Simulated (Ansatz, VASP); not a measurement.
## CeO2: VASP beside Ansatz

POSCAR

```
CeO2
1.0
    0.0000000000      2.7048609279      2.7048609279
    2.7048609279      0.0000000000      2.7048609279
    2.7048609279      2.7048609279      0.0000000000
Ce O
1 2
Direct
    0.0000000000      0.0000000000      0.0000000000
    0.2500000000      0.2500000000      0.2500000000
    0.7500000000      0.7500000000      0.7500000000
```

File INCAR.step1:

```
ALGO = Normal
EDIFF = 1E-5
ENCUT = 520
GGA = PE
ISIF = 2
ISMEAR = 0
LASPH = T
LCHARG = F
LREAL = F
LWAVE = T
NBANDS = 19
NELM = 60
PREC = Accurate
SIGMA = 0.05
```

The input INCAR.step2:

```
AEXX = 0.5
ALGO = Normal
EDIFF = 1E-6
ENCUT = 520
GGA = PE
ISIF = 2
ISMEAR = 0
ISTART = 1
LASPH = T
LCHARG = F
LHFCALC = T
LREAL = F
LWAVE = F
NBANDS = 19
NELM = 60
PREC = Accurate
PRECFOCK = Normal
SIGMA = 0.05
```

KPOINTS

```
k-points
0
Gamma
  4 4 4
```

Input for Ansatz:

```yaml
crystal:
  lattice:
    - [0.0, 2.7048609279, 2.7048609279]
    - [2.7048609279, 0.0, 2.7048609279]
    - [2.7048609279, 2.7048609279, 0.0]
  atoms:
    - { symbol: Ce, position: [0.0, 0.0, 0.0] }
    - { symbol: O, position: [0.25, 0.25, 0.25] }
    - { symbol: O, position: [0.75, 0.75, 0.75] }
basis:
  ecutwfc: 420
  ecutrho_ratio: 4
kpoints:
  mp_grid: { grid: [4, 4, 4] }
hamiltonian:
  xc: { exchange: pbe, correlation: pbe, exx: { coeff: 0.5 } }
scf:
  occupations: { method: gaussian, width: 0.05 }
  n_extra_bands: 16
output:
  forces: true
  stress: true
  eigenvalues: true
  populations: true
  hubbard: { sites: [{ species: Ce, l: f }] }
  dos: { projected: true, de: 0.02 }
```

Alike in both runs: task single point; functional PBE-based global hybrid; k mesh 4 × 4 × 4; occupations gaussian, width 0.05 eV; no spin polarisation.

|  | VASP | Ansatz |
| --- | --- | --- |
| version | VASP 6.6.1 | Ansatz 0.2.0 |
| potentials or method | VASP PAW PBE potentials, release 64 (Ce, O), cutoff 520 eV | scalar-relativistic, plane waves, PAW |
| valence electrons in the cell | 24 | 24 |

|  | VASP | Ansatz | Ansatz less VASP |
| --- | --- | --- | --- |
| gap on the k mesh at the Fermi level (eV) | 7.25 | 7.26 | +0.003 |
| least direct gap on the mesh (eV) | 7.49 | 7.49 | +0.004 |
| pressure (GPa) | -7.3 | -7.1 | +0.25 |

VASP's potentials were made for PBE, not for PBE-based global hybrid. The functional is the same, so the differences come from potentials, cutoffs and numerics. Ansatz's warnings: stress exchange threshold loose, stress scf threshold loose.

The k mesh is coarse, so the values compare programs but aren't converged. Spin-orbit coupling is off throughout.
